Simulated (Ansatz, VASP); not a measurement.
## Two plane-wave programs on ZnS

```
Zn S
1.0
     0.00000    2.72254    2.72254
     2.72254    0.00000    2.72254
     2.72254    2.72254    0.00000
Zn S
1 1
Direct
  0.00000 0.00000 0.00000
  0.25000 0.25000 0.25000
```

Alike in both runs: functional PBE; k mesh 6 × 6 × 6; occupations gaussian, width 0.1 eV; no spin polarisation.

Ansatz relaxed the structure, and its values are those at the end. VASP's run is a single point on that final structure, the one shown.

```csv
,VASP,Ansatz
version,VASP 6.6.1,Ansatz 0.2.0
potentials or method,"VASP PAW PBE potentials, release 64 (Zn, S), cutoff 520 eV","scalar-relativistic, plane waves, PAW"
valence electrons in the cell,18,18
```

```tsv
	VASP	Ansatz	Ansatz less VASP
gap on the k mesh at the Fermi level (eV)	2.01	2.01	-0.003
least direct gap on the mesh (eV)	2.01	2.01	-0.003
pressure (GPa)	0.1	0.0	-0.14
```
